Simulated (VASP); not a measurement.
# Zn (Im-3m) in VASP: notebook, part 2 of 2

VASP 6.6.1. The steps go on from the part before.

### Step 4. Relaxation of cell and atoms, RPBE

This run uses another cell than the first one, of 15.45 Å³/atom, 0.957 times its volume.

Contents of INCAR:

```
SYSTEM = Zn
ALGO = Fast
EDIFF = 1E-6
EDIFFG = -0.01
ENCUT = 600
GGA = RP
IBRION = 2
ISIF = 3
ISMEAR = -1
LASPH = .True.
LCHARG = .False.
LREAL = .False.
LWAVE = .False.
NELM = 60
NSW = 60
PREC = Accurate
SIGMA = 0.05
```

Contents of KPOINTS:

```
k-points
0
Gamma
  12 12 12
  0 0 0
```

Contents of POSCAR:

```
Zn
1.0
   -1.5690370000      1.5690370000      1.5690370000
    1.5690370000     -1.5690370000      1.5690370000
    1.5690370000      1.5690370000     -1.5690370000
Zn
1
Direct
    0.0000000000      0.0000000000      0.0000000000
```

Potentials or basis: VASP PAW PBE potentials, release 64 (Zn).

Started as:

```bash
$ cat potpaw_PBE.64/Zn/POTCAR > POTCAR
$ mpirun -np 1 vasp_std > vasp.out
```

OUTCAR:

```text
SYSTEM = Zn
   EDIFF = 1E-6
   EDIFFG = -0.01
   ENCUT = 600
   GGA = RP
   IBRION = 2
   ISIF = 3
   ISMEAR = -1
   LASPH = .True.
   LREAL = .False.
   NELM = 60
   NSW = 60
   PREC = Accurate

 ion  position               nearest neighbor table
   1  0.000  0.000  0.000-

  LATTYP: Found a body centered cubic cell.
 ALAT       =     3.1380740000

  Lattice vectors:

 A1 = (  -1.5690370000,   1.5690370000,   1.5690370000)
 A2 = (   1.5690370000,  -1.5690370000,   1.5690370000)
 A3 = (   1.5690370000,   1.5690370000,  -1.5690370000)

Analysis of symmetry for initial positions (statically):
=====================================================================
 Subroutine PRICEL returns:
 Original cell was already a primitive cell.

 Routine SETGRP: Setting up the symmetry group for a
 body centered cubic supercell.

 Subroutine GETGRP returns: Found 48 space group operations
 (whereof 48 operations were pure point group operations)
 out of a pool of 48 trial point group operations.

The static configuration has the point symmetry O_h .

Analysis of symmetry for dynamics (positions and initial velocities):
=====================================================================
 Subroutine PRICEL returns:
 Original cell was already a primitive cell.

 Routine SETGRP: Setting up the symmetry group for a
 body centered cubic supercell.

 Subroutine GETGRP returns: Found 48 space group operations
 (whereof 48 operations were pure point group operations)
 out of a pool of 48 trial point group operations.

The dynamic configuration has the point symmetry O_h .

 Subroutine INISYM returns: Found 48 space group operations
 (whereof 48 operations are pure point group operations),
 and found     1 'primitive' translations

----------------------------------------------------------------------------------------

                                     Primitive cell

  volume of cell :      15.4511

  direct lattice vectors                    reciprocal lattice vectors
    -1.569037000  1.569037000  1.569037000     0.000000000  0.318666800  0.318666800
     1.569037000 -1.569037000  1.569037000     0.318666800  0.000000000  0.318666800
     1.569037000  1.569037000 -1.569037000     0.318666800  0.318666800  0.000000000

  length of vectors
     2.717651803  2.717651803  2.717651803     0.450662911  0.450662911  0.450662911

  position of ions in fractional coordinates (direct lattice)
     0.000000000  0.000000000  0.000000000

  ion indices of the primitive-cell ions
   primitive index   ion index
                 1           1

----------------------------------------------------------------------------------------

 KPOINTS: k-points

Automatic generation of k-mesh.
 Grid dimensions read from file:
 generate k-points for:   12   12   12

 Generating k-lattice:

[... 22 lines left out ...]
  0.333333  0.000000  0.000000     12.000000
  0.416667  0.000000  0.000000     12.000000
[... 16 lines left out ...]
  0.333333  0.083333  0.083333     24.000000
  0.416667  0.083333  0.083333     12.000000
 [... further k-points ...]
   k-points           NKPTS =     72   k-points in BZ     NKDIM =     72   number of bands    NBANDS=     10
   number of dos      NEDOS =    301   number of ions     NIONS =      1
   total plane-waves  NPLWV =  13824
   dimension x,y,z NGX =    24 NGY =   24 NGZ =   24
   dimension x,y,z NGXF=    48 NGYF=   48 NGZF=   48
   ions per type =               1
   NGX,Y,Z   is equivalent  to a cutoff of  14.68, 14.68, 14.68 a.u.
   NGXF,Y,Z  is equivalent  to a cutoff of  29.36, 29.36, 29.36 a.u.
 SYSTEM =  Zn
   PREC   = accura    normal or accurate (medium, high low for compatibility)
   ISTART =      0    job   : 0-new  1-cont  2-samecut
   ICHARG =      2    charge: 1-file 2-atom 10-const
   ISPIN  =      1    spin polarized calculation?
   LNONCOLLINEAR =      F non collinear calculations
   LSORBIT =      F    spin-orbit coupling
   LASPH  =      T    aspherical Exc in radial PAW
   ENCUT  =  600.0 eV  44.10 Ry    6.64 a.u.   5.43  5.43  5.43*2*pi/ulx,y,z
   NELM   =     60;   NELMIN=  2; NELMDL= -5     # of ELM steps
   EDIFF  = 0.1E-05   stopping-criterion for ELM
   LREAL  =      F    real-space projection
   EDIFFG = -.1E-01   stopping-criterion for IOM
   NSW    =     60    number of steps for IOM
   IBRION =      2    ionic relax: 0-MD 1-quasi-New 2-CG
   NFREE  =      1    steps in history (QN), initial steepest desc. (CG)
   ISIF   =      3    stress and relaxation
   ISYM   =      2    0-nonsym 1-usesym 2-fastsym
   POTIM  = 0.5000    time-step for ionic-motion
   TEBEG  =    0.0;   TEEND  =   0.0 temperature during run
   PSTRESS=    0.0 pullay stress
   NELECT =      12.0000    total number of electrons
   NUPDOWN=      -1.0000    fix difference up-down
   EMIN   =  10.00;   EMAX   =-10.00  energy-range for DOS
   EFERMI =   0.00;   METHOD = LEGACY
   ISMEAR =    -1;   SIGMA  =   0.05  broadening in eV -4-tet -1-fermi 0-gaus
   EFERMI_NEDOS =   21; number of points for ismear=-14 and -15
   IALGO  =     68    algorithm
   IMIX   =      4    mixing-type and parameters
     AMIX     =   0.40;   BMIX     =  1.00
     AMIX_MAG =   1.60;   BMIX_MAG =  1.00
  volume/ion in A,a.u.               =      15.45       104.27
  Fermi-wavevector in a.u.,A,eV,Ry     =   1.504811  2.843681 30.809811  2.264457
  Thomas-Fermi vector in A             =   2.615742
   LORBIT       =      0    0 simple, 1 ext, 2 COOP (PROOUT), +10 PAW based schemes
   GGA     = RP    functional components
   LHFCALC =     F    Hartree Fock is set to
   AEXX    =    0.0000 exact exchange contribution
   IVDW    =     0    specifies the selected vdW correction
   LEPSILON=     F    determine dielectric tensor
   LRPA    =     F    only Hartree local field effects (RPA)
 conjugate gradient relaxation of ions
 non-spin polarized calculation
 RMM-DIIS sequential band-by-band and
  energy-cutoff  :      600.00
  volume of cell :       15.45
 maximum number of plane-waves:       533
 NGX is ok and might be reduce to    24
   NGX = 11   NGY = 11   NGZ = 11

--------------------------------------- Ionic step        1  -------------------------------------------

 number of electron      11.9999995 magnetization

 Free energy of the ion-electron system (eV)
  ---------------------------------------------------
  ext. energy  EPLUGINS =         0.00000000
  ---------------------------------------------------
  free energy    TOTEN  =        -0.65388252 eV

  energy without entropy =       -0.64999455  energy(sigma->0) =       -0.65193853

------------------------ aborting loop because EDIFF is reached ----------------------------------------

  FORCE on cell =-STRESS in cart. coord.  units (eV):
  Direction    XX          YY          ZZ          XY          YZ          ZX
  --------------------------------------------------------------------------------------
  -------------------------------------------------------------------------------------
  Total        0.2528837      0.2528837      0.2528837      0.0000000     -0.0000000      0.0000000
  in kB       26.2223676     26.2223676     26.2223676      0.0000000     -0.0000000      0.0000000
  external PRESSURE =      26.2223676 kB  Pullay stress =       0.0000000 kB
[... 162 lines left out ...]
--------------------------------------- Ionic step        6  -------------------------------------------

 number of electron      12.0000011 magnetization

 Free energy of the ion-electron system (eV)
  ---------------------------------------------------
  ext. energy  EPLUGINS =         0.00000000
  ---------------------------------------------------
  free energy    TOTEN  =        -0.65997097 eV

  energy without entropy =       -0.65660779  energy(sigma->0) =       -0.65828938

 E-fermi :   2.8862     XC(G=0): -11.1187

 val. band max:        2.8339361238   @ k =   0.4167   0.0833   0.0000
 cond. band min:       3.0012142509   @ k =   0.3333   0.2500   0.0833
 fundamental gap:      0.1672781270
 Fermi energy:         2.8862423288

 k-point     1 :       0.0000    0.0000    0.0000
  band No.  band energies     occupation
      1      -7.0516      2.00000
      2      -4.7048      2.00000
      3      -4.7048      2.00000
      4      -4.7048      2.00000
      5      -4.2489      2.00000
      6      -4.2489      2.00000
      7      21.2749      0.00000
      8      21.2749      0.00000
      9      21.2749      0.00000
     10      23.1729      0.00000
[... 287 lines left out ...]
 k-point    24 :       0.4167    0.0833    0.0833
  band No.  band energies     occupation
      1      -5.1584      2.00000
      2      -4.9723      2.00000
      3      -4.2580      2.00000
      4      -4.2188      2.00000
      5      -4.1493      2.00000
      6       1.0864      2.00000
      7       2.1650      2.00000
      8      11.1905      0.00000
      9      11.9179      0.00000
     10      21.8605      0.00000

 [... further k-points ...]
[... 5 lines left out ...]
  --------------------------------------------------------------------------------------
  -------------------------------------------------------------------------------------
  Total       -0.0066414     -0.0066414     -0.0066414      0.0000000      0.0000000      0.0000000
  in kB       -0.6583799     -0.6583799     -0.6583799      0.0000000      0.0000000      0.0000000
  external PRESSURE =      -0.6583799 kB  Pullay stress =       0.0000000 kB
[... 16 lines left out ...]
  FREE ENERGIE OF THE ION-ELECTRON SYSTEM (eV)
  ---------------------------------------------------
  free  energy   TOTEN  =        -0.6599709662 eV

  energy  without entropy=       -0.6566077912  energy(sigma->0) =       -0.65828938

 reached required accuracy - stopping structural energy minimisation
```

Wall time 24 s (1 thread of Intel Xeon 6975P-C, shared host); peak memory 0.15 GiB.

What came out:

- Free energy: -0.6600 eV
- Relaxed volume: 16.16 Å³/atom
- Relaxed cell: a = 2.759 Å, b = 2.759 Å, c = 2.759 Å, α = 109.47°, β = 109.47°, γ = 109.47°
- Space group after relaxing (to 0.05 Å): Im-3m (No. 229)
- Energy gained by relaxing: 6.1 meV/atom
- Ionic steps: 6
- Pressure after relaxing: -0.1 GPa
- Band gap on the k mesh: zero (band 6 reaches 7.05 eV, above the bottom of band 7 at 1.88 eV)

The path:
```csv
step,energy change (eV),largest force (eV/Å),pressure (GPa),volume (Å³)
1,0.0000,0.0000,2.62,15.45
2,-0.0058,0.0000,0.40,16.02
3,-0.0060,0.0000,0.46,16.10
4,-0.0061,0.0000,-0.14,16.26
5,-0.0061,0.0000,-0.20,16.22
6,-0.0061,0.0000,-0.07,16.16
```

Final structure:
```xyz
1
Lattice="-1.5927 1.5927 1.5927 1.5927 -1.5927 1.5927 1.5927 1.5927 -1.5927" Properties=species:S:1:pos:R:3 pbc="T T T"
Zn    0.0000    0.0000    0.0000
```

Levels at points of the mesh, in eV from the Fermi level:
```csv
k point,band 4,band 5,band 6,band 7,band 8,band 9
"(0.00, 0.00, 0.00)",-7.59,-7.14,-7.14,18.39,18.39,18.39
"(0.50, 0.00, 0.00)",-7.11,-6.83,-2.44,-1.00,11.01,12.39
"(0.50, 0.50, 0.50)",-6.90,-6.90,4.16,4.16,4.16,7.08
```

Caveat: the PAW data sets were made with another functional, which shifts forces and pressure a little.

### Step 5. Relaxation of cell and atoms, PBE

This run uses another cell than the first one, of 15.45 Å³/atom, 0.957 times its volume.

Contents of INCAR:

```
SYSTEM = Zn
PREC = Accurate
ENCUT = 600
EDIFF = 1E-7
ISMEAR = -1
SIGMA = 0.05
LREAL = .False.
LASPH = .True.
NELM = 100
ALGO = Normal
ISIF = 3
LWAVE = .False.
LCHARG = .False.
GGA = PE
IBRION = 2
NSW = 60
EDIFFG = -0.01
```

Contents of KPOINTS:

```
Automatic mesh
0
Gamma
  12 12 12
  0 0 0
```

POSCAR is that of step 4.

Started as:

```bash
$ cat potpaw_PBE.64/Zn/POTCAR > POTCAR
$ mpirun -np 1 vasp_std > vasp.out
```

Wall time 11 s (1 thread of Intel Xeon 6975P-C, shared host); peak memory 0.15 GiB.

It converged, with:

```yaml
Free_energy: -1.0183 eV
Relaxed_volume: 15.43 Å³/atom
Relaxed_cell: a = 2.716 Å, b = 2.716 Å, c = 2.716 Å, α = 109.47°, β = 109.47°, γ = 109.47°
Space_group_after_relaxing_to_0.05_Å: Im-3m (No. 229)
Energy_gained_by_relaxing: 0.0 meV/atom
Ionic_steps: 2
Pressure_after_relaxing: 0.0 GPa
Band_gap_on_the_k_mesh: zero (band 6 reaches 7.29 eV, above the bottom of band 7 at 2.11 eV)
```

Final structure:
```xyz
1
Lattice="-1.5682 1.5682 1.5682 1.5682 -1.5682 1.5682 1.5682 1.5682 -1.5682" Properties=species:S:1:pos:R:3 pbc="T T T"
Zn    0.0000    0.0000    0.0000
```

Levels at points of the mesh, in eV from the Fermi level:
```tsv
k point	band 4	band 5	band 6	band 7	band 8	band 9
(0.00, 0.00, 0.00)	-7.73	-7.24	-7.24	19.02	19.02	19.02
(0.50, 0.00, 0.00)	-7.20	-6.90	-2.62	-0.97	11.31	12.70
(0.50, 0.50, 0.50)	-6.98	-6.98	4.21	4.21	4.21	7.49
```

### Step 6. Relaxation of cell and atoms, LDA

This run uses another cell than the first one, of 15.45 Å³/atom, 0.957 times its volume.

Contents of INCAR:

```
SYSTEM = Zn
PREC     = Accurate       ! precision mode
ENCUT    = 600            ! plane-wave cutoff, eV
EDIFF    = 1E-6           ! SCF threshold, eV
ISMEAR   = -1             ! smearing method
SIGMA    = 0.05           ! smearing width, eV
LREAL    = .False.        ! projectors in reciprocal space
LASPH    = .True.         ! aspherical terms in the spheres
NELM     = 100            ! most SCF steps
ALGO     = Normal         ! electronic algorithm
ISIF     = 3              ! what is computed and relaxed
LWAVE    = .False.        ! write WAVECAR
LCHARG   = .False.        ! write CHGCAR
IBRION   = 2              ! ionic algorithm
NSW      = 60             ! ionic steps
EDIFFG   = -0.01          ! ionic threshold
```

Contents of KPOINTS:

```
regular mesh
0
Gamma
  12 12 12
  0 0 0
```

POSCAR is that of step 5.

Potentials or basis: VASP PAW LDA potentials, release 64 (Zn).

Started as:

```bash
$ cat potpaw_LDA.64/Zn/POTCAR > POTCAR
$ mpirun -np 1 vasp_std > vasp.out
```

Wall time 15 s (1 thread of Intel Xeon 6975P-C, shared host); peak memory 0.14 GiB.

Results (log left out):

```
Free energy                            : -1.7729 eV
Relaxed volume                         : 13.71 Å³/atom
Relaxed cell                           : a = 2.612 Å, b = 2.612 Å, c = 2.612 Å, α = 109.47°, β = 109.47°, γ = 109.47°
Space group after relaxing (to 0.05 Å) : Im-3m (No. 229)
Energy gained by relaxing              : 49.5 meV/atom
Ionic steps                            : 4
Pressure after relaxing                : 0.0 GPa
Band gap on the k mesh                 : zero (band 6 reaches 8.11 eV, above the bottom of band 7 at 2.95 eV)
```

Step by step:
```csv
step,energy change (eV),largest force (eV/Å),pressure (GPa),volume (Å³)
1,0.0000,0.0000,-7.92,15.45
2,-0.0493,0.0000,-0.83,13.81
3,-0.0495,0.0000,0.25,13.68
4,-0.0495,0.0000,0.01,13.71
```

Final structure:
```cif
data_structure
_symmetry_space_group_name_H-M 'P 1'
_symmetry_Int_Tables_number 1
_cell_length_a 2.6116
_cell_length_b 2.6116
_cell_length_c 2.6116
_cell_angle_alpha 109.471
_cell_angle_beta 109.471
_cell_angle_gamma 109.471
_cell_volume 13.71
loop_
_atom_site_label
_atom_site_type_symbol
_atom_site_fract_x
_atom_site_fract_y
_atom_site_fract_z
_atom_site_occupancy
Zn1 Zn 0.00000 0.00000 0.00000 1
```

Levels at points of the mesh, in eV from the Fermi level:
| k point | band 4 | band 5 | band 6 | band 7 | band 8 | band 9 |
| --- | --- | --- | --- | --- | --- | --- |
| (0.00, 0.00, 0.00) | -8.26 | -7.64 | -7.64 | 20.73 | 20.73 | 20.73 |
| (0.50, 0.00, 0.00) | -7.60 | -7.23 | -3.19 | -0.88 | 12.10 | 13.43 |
| (0.50, 0.50, 0.50) | -7.33 | -7.33 | 4.28 | 4.28 | 4.28 | 8.69 |

### Step 7. The runs side by side

| task | level | potentials or basis | cell | cutoff (eV) | gap on the mesh (eV) | pressure (GPa) | relaxed volume (Å³/atom) |
| --- | --- | --- | --- | --- | --- | --- | --- |
| single point | RPBE | VASP PAW PBE potentials, release 64 (Zn) | a = 2.757 Å, angles 109.5°, 1 atom | 520 | none | 0.2 | - |
| relaxation of cell and atoms | PBEsol | VASP PAW PBE potentials, release 64 (Zn) | relaxed from a = 2.718 Å, angles 109.5°, 1 atom | 600 | none | 0.0 | 14.22 |
| relaxation of cell and atoms | RPBE | VASP PAW PBE potentials, release 64 (Zn) | relaxed from a = 2.718 Å, angles 109.5°, 1 atom | 600 | none | -0.1 | 16.16 |
| relaxation of cell and atoms | PBE | VASP PAW PBE potentials, release 64 (Zn) | relaxed from a = 2.718 Å, angles 109.5°, 1 atom | 600 | none | 0.0 | 15.43 |
| relaxation of cell and atoms | LDA | VASP PAW LDA potentials, release 64 (Zn) | relaxed from a = 2.718 Å, angles 109.5°, 1 atom | 600 | none | 0.0 | 13.71 |

Alike in all rows: no spin polarisation; k mesh 12 × 12 × 12; smearing fermi-dirac 0.05 eV.

Caveats: the PAW data sets were made with another functional, which shifts forces and pressure a little (some runs).

Total energies depend on the potentials used, so only differences within one code and one set of settings carry meaning.
